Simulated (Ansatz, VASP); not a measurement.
MgO in VASP and in Ansatz

The input POSCAR:

```
MgO
1.0
    0.0000000000      2.1268522620      2.1268522620
    2.1268522620      0.0000000000      2.1268522620
    2.1268522620      2.1268522620      0.0000000000
Mg O
1 1
Direct
    0.0000000000      0.0000000000      0.0000000000
    0.5000000000      0.5000000000      0.5000000000
```

The input INCAR.step1:

```
SYSTEM = MgO
ALGO = Normal
EDIFF = 1E-5
ENCUT = 660
GGA = PE
GGA_COMPAT = .False.
ISMEAR = 0
LASPH = .True.
LCHARG = .False.
LREAL = .False.
LWAVE = .True.
NBANDS = 11
NELM = 120
PREC = Accurate
SIGMA = 0.02
```

Contents of INCAR.step2:

```
SYSTEM = MgO
ALGO = Normal
EDIFF = 1E-6
ENCUT = 660
GGA_COMPAT = .False.
ISIF = 2
ISMEAR = 0
ISTART = 1
LASPH = .True.
LCHARG = .False.
LMIXTAU = .True.
LREAL = .False.
LWAVE = .False.
METAGGA = R2SCAN
NBANDS = 11
NELM = 120
PREC = Accurate
SIGMA = 0.02
```

File KPOINTS:

```
k-points
0
Gamma
  10 10 10
  0 0 0
```

Input for Ansatz:

```yaml
crystal:
  lattice:
    - [0.0, 2.1268522619, 2.1268522619]
    - [2.1268522619, 0.0, 2.1268522619]
    - [2.1268522619, 2.1268522619, 0.0]
  atoms:
    - { symbol: Mg, position: [0.0, 0.0, 0.0] }
    - { symbol: O, position: [0.5, 0.5, 0.5] }
basis:
  ecutwfc: 500
kpoints:
  mp_grid: { grid: [10, 10, 10] }
  band_path: { path: [VBM, CBM], npoints: 2 }
hamiltonian:
  xc: r2scan
scf:
  occupations: { method: gaussian, width: 0.02 }
output:
  forces: false
  stress: false
  eigenvalues: true
checkpoint:
  read: start.run
  write: ck
  compress: false
  write_wavefunctions: false
  write_every: 100000
```

Alike in both runs: task single point; functional r2SCAN; k mesh 10 × 10 × 10; occupations gaussian, width 0.02 eV; no spin polarisation.

```csv
,VASP,Ansatz
version,VASP 6.6.1,Ansatz 0.2.0
potentials or method,"VASP PAW PBE potentials, release 64 (Mg, O), cutoff 660 eV","scalar-relativistic, plane waves, PAW"
valence electrons in the cell,8,16
```

```tsv
	VASP	Ansatz	Ansatz less VASP
gap on the k mesh at the Fermi level (eV)	5.31	5.34	+0.021
least direct gap on the mesh (eV)	5.31	5.34	+0.021
```

VASP's potentials were made for PBE, not for r2SCAN. VASP's potentials hold 8 valence electrons a cell and Ansatz's 16, so a difference there can come from the potentials and not from the codes.
